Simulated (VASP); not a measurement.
## KCl: single point with PBE0

Crystal: KCl.

```
K Cl
1.0
     3.76082    0.00000    0.00000
     0.00000    3.76082    0.00000
     0.00000    0.00000    3.76082
K Cl
1 1
Direct
  0.00000 0.00000 0.00000
  0.50000 0.50000 0.50000
```

```
Program                            : VASP 6.6.1
Task                               : single point
Functional                         : PBE0
Potentials or basis                : VASP PAW PBE potentials, release 64 (K_sv, Cl)
Cutoff                             : 520 eV
k mesh                             : 4 × 4 × 4
Occupations                        : fermi-dirac, width 0.05 eV
Spin                               : no spin polarisation
Dipole correction                  : no
Grid for exact exchange (PRECFOCK) : Normal
Further INCAR settings             : ALGO = Normal; EDIFF = 1e-06; NBANDS = 15
Share of exact exchange            : 0.25
```

```yaml
Pressure: 0.7 GPa
Band_gap_on_the_k_mesh: 7.15 eV (least direct gap 7.38 eV)
```

Levels at points of the mesh, in eV from the valence-band top:
| k point | band 5 | band 6 | band 7 | band 8 | band 9 | band 10 | band 11 | band 12 |
| --- | --- | --- | --- | --- | --- | --- | --- | --- |
| (0.00, 0.00, 0.00) | -12.10 | -0.23 | -0.23 | -0.23 | 7.15 | 8.71 | 8.71 | 13.47 |
| (0.50, 0.00, 0.00) | -11.98 | -2.07 | -0.25 | -0.25 | 10.16 | 10.33 | 10.92 | 12.33 |
| (0.50, 0.50, 0.00) | -12.03 | -1.41 | -1.41 | 0.00 | 8.37 | 9.64 | 11.43 | 11.43 |
| (0.50, 0.50, 0.50) | -12.31 | -1.57 | -1.57 | -1.57 | 11.16 | 11.16 | 11.16 | 12.75 |

It took 3.6 min on 1 thread of Intel(R) Xeon(R) 6975P-C (Granite Rapids), on a shared host, peak memory 0.16 GiB.

Caveat: the PAW data sets were made with another functional, which shifts forces and pressure a little. A k mesh can miss the band edges.
